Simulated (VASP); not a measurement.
Wanted: the native input for a VASP 6.6.1 run.

- Task: single point
- Functional: PBE
- Potentials or basis: VASP PAW PBE potentials, release 64 (Hf_pv, O)
- Cutoff: 520 eV
- k mesh: 11 × 11 × 11
- Occupations: fermi-dirac, width 0.1 eV
- Spin: no spin polarisation
- Dipole correction: no
- Further INCAR settings: ALGO = Normal; EDIFF = 1e-07; NBANDS = 18

The structure of HfO2 (fluorite type) lies in POSCAR:

```
HfO2
1.0
    0.0000000000      2.4617323692      2.4617323692
    2.4617323692      0.0000000000      2.4617323692
    2.4617323692      2.4617323692      0.0000000000
Hf O
1 2
Direct
    0.0000000000      0.0000000000      0.0000000000
    0.2500000000      0.2500000000      0.2500000000
    0.7500000000      0.7500000000      0.7500000000
```

These files were run (other wordings do the same):

INCAR

```
PREC     = Accurate       # precision mode
ENCUT    = 520            # plane-wave cutoff, eV
EDIFF    = 1E-7           # SCF threshold, eV
ISMEAR   = -1             # smearing method
SIGMA    = 0.1            # smearing width, eV
LREAL    = False          # projectors in reciprocal space
LASPH    = True           # aspherical terms in the spheres
NELM     = 80             # most SCF steps
ALGO     = Normal         # electronic algorithm
ISIF     = 2              # what is computed and relaxed
LWAVE    = False          # write WAVECAR
LCHARG   = False          # write CHGCAR
GGA      = PE             # functional
NBANDS   = 18             # bands
```

KPOINTS

```
Automatic mesh
0
Gamma
  11 11 11
```

Potentials or basis: VASP PAW PBE potentials, release 64 (Hf_pv, O).

Run with:

```console
$ cat potpaw_PBE.64/Hf_pv/POTCAR potpaw_PBE.64/O/POTCAR > POTCAR
$ mpirun -np 1 vasp_std > vasp.out
```

Results of the run:

```json
{
  "Pressure": "27.3 GPa",
  "Band gap on the k mesh": "4.12 eV, indirect (least direct gap 4.21 eV)"
}
```

Caveat: spin-orbit coupling is left out, which moves the levels of the heavy elements.

Run time: 39 s on 1 thread of Intel(R) Xeon(R) Platinum 8375C CPU @ 2.90GHz (Ice Lake) (shared host), peak memory 0.17 GiB.
